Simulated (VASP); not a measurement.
# HfB2 (P6/mmm) in VASP: electric field gradients with PBE

Aim: the electric field gradients of HfB2 with PBE.

Program: VASP 6.6.1. These are calculated values, not measurements. Logs are shortened: lines on timing, memory, paths and dates and some standing lists are left out, and cuts for length are marked.

## Step 1: The cell of the first run

Symmetry: P6/mmm, No. 191, hexagonal system. The conventional cell has a = 3.140 Å, b = 3.140 Å, c = 3.480 Å, α = 90.00°, β = 90.00°, γ = 120.00°. Within 3.3 Å of Hf (site symmetry 6/mmm) lie 12 B at 2.51 Å and 6 Hf at 3.14 Å. B (site symmetry -6m2) has 3 B at 1.81 Å within 2.4 Å.

## Step 2: Electric field gradients, PBE

Contents of INCAR:

```
SYSTEM = HfB2
PREC = Accurate
ENCUT = 520
EDIFF = 1E-8
ISMEAR = -1
SIGMA = 0.03
LREAL = .FALSE.
LASPH = .TRUE.
NELM = 80
ALGO = Normal
ISIF = 2
LWAVE = .FALSE.
LCHARG = .FALSE.
GGA = PE
LEFG = .TRUE.
NBANDS = 15
```

Contents of KPOINTS:

```
regular mesh
0
G
  15 15 12
  0 0 0
```

Contents of POSCAR:

```
HfB2
1.0
    3.1400001005      0.0000000000      0.0000000000
   -1.5700000503      2.7193198549      0.0000000000
    0.0000000000      0.0000000000      3.4800000000
Hf B
1 2
Direct
    0.0000000000      0.0000000000      0.0000000000
    0.3333333333      0.6666666667      0.5000000000
    0.6666666667      0.3333333333      0.5000000000
```

Potentials or basis: VASP PAW PBE potentials, release 64 (Hf_pv, B).

Run with:

```console
$ cat potpaw_PBE.64/Hf_pv/POTCAR potpaw_PBE.64/B/POTCAR > POTCAR
$ mpirun -np 1 vasp_std > vasp.out
```

OUTCAR:

```text
SYSTEM = HfB2
   PREC = Accurate
   ENCUT = 520
   EDIFF = 1E-8
   ISMEAR = -1
   LREAL = .FALSE.
   LASPH = .TRUE.
   NELM = 80
   ISIF = 2
   GGA = PE

 ion  position               nearest neighbor table
   1  0.000  0.000  0.000-   2 2.51   3 2.51   2 2.51   3 2.51   3 2.51   3 2.51   2 2.51   2 2.51
                             3 2.51   3 2.51   2 2.51   2 2.51
   2  0.333  0.667  0.500-   3 1.81   3 1.81   3 1.81   1 2.51   1 2.51   1 2.51   1 2.51   1 2.51
                             1 2.51
   3  0.667  0.333  0.500-   2 1.81   2 1.81   2 1.81   1 2.51   1 2.51   1 2.51   1 2.51   1 2.51
                             1 2.51

  LATTYP: Found a hexagonal cell.
 ALAT       =     3.1400001005
 C/A-ratio  =     1.1082802193

  Lattice vectors:

 A1 = (   3.1400001005,   0.0000000000,   0.0000000000)
 A2 = (  -1.5700000503,   2.7193198549,   0.0000000000)
 A3 = (   0.0000000000,   0.0000000000,   3.4800000000)

Analysis of symmetry for initial positions (statically):
=====================================================================
 Subroutine PRICEL returns:
 Original cell was already a primitive cell.

 Routine SETGRP: Setting up the symmetry group for a
 hexagonal supercell.

 Subroutine GETGRP returns: Found 24 space group operations
 (whereof 24 operations were pure point group operations)
 out of a pool of 24 trial point group operations.

The static configuration has the point symmetry D_6h.

Analysis of symmetry for dynamics (positions and initial velocities):
=====================================================================
 Subroutine PRICEL returns:
 Original cell was already a primitive cell.

 Routine SETGRP: Setting up the symmetry group for a
 hexagonal supercell.

 Subroutine GETGRP returns: Found 24 space group operations
 (whereof 24 operations were pure point group operations)
 out of a pool of 24 trial point group operations.

The dynamic configuration has the point symmetry D_6h.

 Subroutine INISYM returns: Found 24 space group operations
 (whereof 24 operations are pure point group operations),
 and found     1 'primitive' translations

----------------------------------------------------------------------------------------

                                     Primitive cell

  volume of cell :      29.7146

[... 142 lines left out ...]
 fundamental gap:      0.0589676082
 Fermi energy:         7.7033987266

 k-point     1 :       0.0000    0.0000    0.0000
  band No.  band energies     occupation
      1     -22.9644      2.00000
      2     -22.4658      2.00000
      3     -22.4658      2.00000
      4      -6.0839      2.00000
      5       4.6675      2.00000
      6       4.7728      2.00000
      7       4.7728      2.00000
      8       4.8889      2.00000
      9      11.6967      0.00000
     10      11.6967      0.00000
     11      12.3319      0.00000
     12      12.3319      0.00000
     13      12.6610      0.00000
     14      12.6610      0.00000
[... 401 lines left out ...]
      2     -22.8211      2.00000
      3     -22.8124      2.00000
      4      -1.4218      2.00000
      5      -1.1157      2.00000
      6       1.5879      2.00000
      7       4.0976      2.00000
      8       6.6093      2.00000
      9       7.4311      1.99977
     10      10.6459      0.00000
     11      12.3011      0.00000
     12      14.5534      0.00000
     13      16.5371      0.00000
     14      17.7130      0.00000
     15      18.0914      0.00000

 [... further k-points ...]
[... 5 lines left out ...]
  --------------------------------------------------------------------------------------
  -------------------------------------------------------------------------------------
  Total        0.1598751      0.1598751      0.2211253     -0.0000000      0.0000000      0.0000000
  in kB        8.6202964      8.6202964     11.9228403     -0.0000000      0.0000000      0.0000000
  external PRESSURE =       9.7211444 kB  Pullay stress =       0.0000000 kB

 VOLUME and BASIS-vectors are now :
 -----------------------------------------------------------------------------
  energy-cutoff  :      520.00
  volume of cell :       29.71
      direct lattice vectors                 reciprocal lattice vectors
     3.140000101  0.000000000  0.000000000     0.318471327  0.183869507  0.000000000
    -1.570000050  2.719319855  0.000000000     0.000000000  0.367739013  0.000000000
     0.000000000  0.000000000  3.480000000     0.000000000  0.000000000  0.287356322

 POSITION                                       TOTAL-FORCE (eV/Angst)
 -----------------------------------------------------------------------------------
      0.00000      0.00000      0.00000         0.000000      0.000000     -0.000000
     -0.00000      1.81288      1.74000         0.000000     -0.000000     -0.000000
      1.57000      0.90644      1.74000        -0.000000      0.000000      0.000000
 -----------------------------------------------------------------------------------
    total drift:                               -0.000000      0.000000      0.000000

  FREE ENERGIE OF THE ION-ELECTRON SYSTEM (eV)
  ---------------------------------------------------
  free  energy   TOTEN  =       -26.4011159239 eV

  energy  without entropy=      -26.4004425858  energy(sigma->0) =      -26.40077925

 Electric field gradients (V/A^2)
---------------------------------------------------------------------
 ion       V_xx      V_yy      V_zz      V_xy      V_xz      V_yz
---------------------------------------------------------------------
   1     -38.615   -38.615    77.230    -0.000    -0.000     0.000
   2      -0.793    -0.793     1.586    -0.000     0.000    -0.000
   3      -0.793    -0.793     1.586    -0.000     0.000    -0.000
---------------------------------------------------------------------

 Electric field gradients after diagonalization (V/A^2)
 (convention: |V_zz| > |V_xx| > |V_yy|)
----------------------------------------------------------------------
 ion       V_xx      V_yy      V_zz     asymmetry (V_yy - V_xx)/ V_zz
----------------------------------------------------------------------
   1     -38.615   -38.615    77.230       0.000
   2      -0.793    -0.793     1.586       0.000
   3      -0.793    -0.793     1.586       0.000
----------------------------------------------------------------------

           NMR quadrupolar parameters

 Cq : quadrupolar parameter    Cq=e*Q*V_zz/h
 eta: asymmetry parameters     (V_yy - V_xx)/ V_zz
 Q  : nuclear electric quadrupole moment in mb (millibarn)
----------------------------------------------------------------------
 ion       Cq(MHz)       eta       Q (mb)
----------------------------------------------------------------------
   1       0.187       0.000       1.000
   2       0.004       0.000       1.000
   3       0.004       0.000       1.000
----------------------------------------------------------------------
```

OSZICAR:

```text
N       E                     dE             d eps       ncg     rms          rms(c)
DAV:   1     0.284672827557E+02    0.28467E+02   -0.79689E+03  5670   0.101E+03
DAV:   2    -0.272673425167E+02   -0.55735E+02   -0.52199E+02  7472   0.219E+02
DAV:   3    -0.287711566450E+02   -0.15038E+01   -0.14969E+01  7476   0.265E+01
DAV:   4    -0.287774701930E+02   -0.63135E-02   -0.63127E-02  6594   0.209E+00
DAV:   5    -0.287775069346E+02   -0.36742E-04   -0.36740E-04  7518   0.142E-01    0.525E+01
DAV:   6    -0.265176466604E+02    0.22599E+01   -0.27563E+00  6846   0.120E+01    0.385E+01
DAV:   7    -0.264677316841E+02    0.49915E-01   -0.94446E-01  7231   0.710E+00    0.117E+01
DAV:   8    -0.264059614650E+02    0.61770E-01   -0.23907E-01  6664   0.370E+00    0.163E+00
DAV:   9    -0.264013379729E+02    0.46235E-02   -0.20295E-02  6608   0.115E+00    0.403E-01
DAV:  10    -0.264011094202E+02    0.22855E-03   -0.86463E-04  6993   0.247E-01    0.261E-01
DAV:  11    -0.264011185620E+02   -0.91418E-05   -0.60271E-05  6986   0.587E-02    0.107E-01
DAV:  12    -0.264011158575E+02    0.27045E-05   -0.33265E-06  6972   0.131E-02    0.944E-03
DAV:  13    -0.264011159014E+02   -0.43946E-07   -0.28123E-07  7070   0.421E-03    0.201E-03
DAV:  14    -0.264011159151E+02   -0.13661E-07   -0.25511E-08  6447   0.132E-03    0.685E-04
DAV:  15    -0.264011159272E+02   -0.12060E-07   -0.17262E-09  3304   0.345E-04    0.908E-04
DAV:  16    -0.264011159239E+02    0.32280E-08   -0.13059E-10  3010   0.993E-05
   1 F= -.26401116E+02 E0= -.26400779E+02  d E =-.673338E-03
```

stdout:

```text
POSCAR found type information on POSCAR HfB
 POSCAR found :  2 types and       3 ions
 scaLAPACK will be used
 LDA part: xc-table for (Slater+PW92), standard interpolation
 POSCAR, INCAR and KPOINTS ok, starting setup
 FFT: planning ... GRIDC
 FFT: planning ... GRID_SOFT
 FFT: planning ... GRID
 WAVECAR not read
 entering main loop
ion   1

ion   2

ion   3
```

It took 33 s on 1 thread of Intel Xeon 6975P-C (Granite Rapids), shared host; peak memory 0.21 GiB.

What came out:

- Free energy: -26.4011 eV
- Pressure: 1.0 GPa
- Band gap on the k mesh: zero (band 8 reaches 8.47 eV, above the bottom of band 9 at 7.43 eV)

Levels at points of the mesh, in eV from the Fermi level:
```
           k point  band 6  band 7  band 8  band 9  band 10  band 11
(0.00, 0.00, 0.00)   -2.93   -2.93   -2.81    3.99     3.99     4.63
(0.00, 0.00, 0.50)   -1.23   -1.23    0.28    0.28     0.97     0.97
```

Electric field gradients, principal values (V/Å²):
| atom | least | middle | greatest (by size) |
| --- | --- | --- | --- |
| 1 Hf | -38.615 | -38.615 | 77.230 |
| 2 B | -0.793 | -0.793 | 1.586 |
| 3 B | -0.793 | -0.793 | 1.586 |

Caveat: without QUAD_EFG the Cq values of the log hold for a quadrupole moment of 1 mb, not for the nuclei; spin-orbit coupling is left out, which moves the levels of the heavy elements.
